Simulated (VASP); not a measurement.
A run of VASP 6.6.1 is set up as follows.

Contents of POSCAR:

```
GaN
1.0
    3.2185412564      0.0000000000      0.0000000000
   -1.6092706282      2.7873384911      0.0000000000
    0.0000000000      0.0000000000      5.2286119200
Ga N
2 2
Direct
    0.3333333333      0.6666666667      0.0000000000
    0.6666666667      0.3333333333      0.5000000000
    0.3333333333      0.6666666667      0.3750000000
    0.6666666667      0.3333333333      0.8750000000
```

The input INCAR.step1:

```
PREC     = Accurate       # precision mode
ENCUT    = 520            # plane-wave cutoff, eV
ISMEAR   = 0              # smearing method
SIGMA    = 0.02           # smearing width, eV
LREAL    = F              # projectors in reciprocal space
LASPH    = T              # aspherical terms in the spheres
NELM     = 60             # most SCF steps
NBANDS   = 26             # bands
GGA      = PE             # functional
ALGO     = Normal         # electronic algorithm
EDIFF    = 1E-4           # SCF threshold, eV
LWAVE    = T              # write WAVECAR
LCHARG   = F              # write CHGCAR
```

INCAR.step2

```
PREC     = Accurate       # precision mode
ENCUT    = 520            # plane-wave cutoff, eV
EDIFF    = 1E-7           # SCF threshold, eV
ISMEAR   = 0              # smearing method
SIGMA    = 0.02           # smearing width, eV
LREAL    = F              # projectors in reciprocal space
LASPH    = T              # aspherical terms in the spheres
NELM     = 60             # most SCF steps
ALGO     = Normal         # electronic algorithm
ISIF     = 2              # what is computed and relaxed
LWAVE    = F              # write WAVECAR
LCHARG   = T              # write CHGCAR
METAGGA  = R2SCAN         # meta-GGA
LMIXTAU  = T            
LELF     = T              # ELF
LVHAR    = T            
NBANDS   = 26             # bands
ISTART   = 1
```

File KPOINTS:

```
Automatic mesh
0
Gamma
  12 12 6
```

Potentials or basis: VASP PAW PBE potentials, release 64 (Ga_d, N).

Run with:

```sh
$ cat potpaw_PBE.64/Ga_d/POTCAR potpaw_PBE.64/N/POTCAR > POTCAR
$ cp INCAR.step1 INCAR
$ mpirun -np 1 vasp_std > vasp.out
$ cp INCAR.step2 INCAR
$ mpirun -np 1 vasp_std > vasp.out
```

Question: What does it give for the band gap on the k mesh?

Answer: 2.12 eV.

Question: Predict the largest force.

Answer: 0.125 eV/Å.

Question: Predict the pressure.

Answer: -4.6 GPa.

Forces in eV/Å, atoms in the order of the input:
```
Ga   0.000  0.000 -0.125
Ga   0.000  0.000 -0.125
N    0.000  0.000  0.125
N    0.000  0.000  0.125
```

Caveat: the cell differs from its parent crystal (strained); the cell stands under tension; the PAW data sets were made with another functional, which shifts forces and pressure a little.
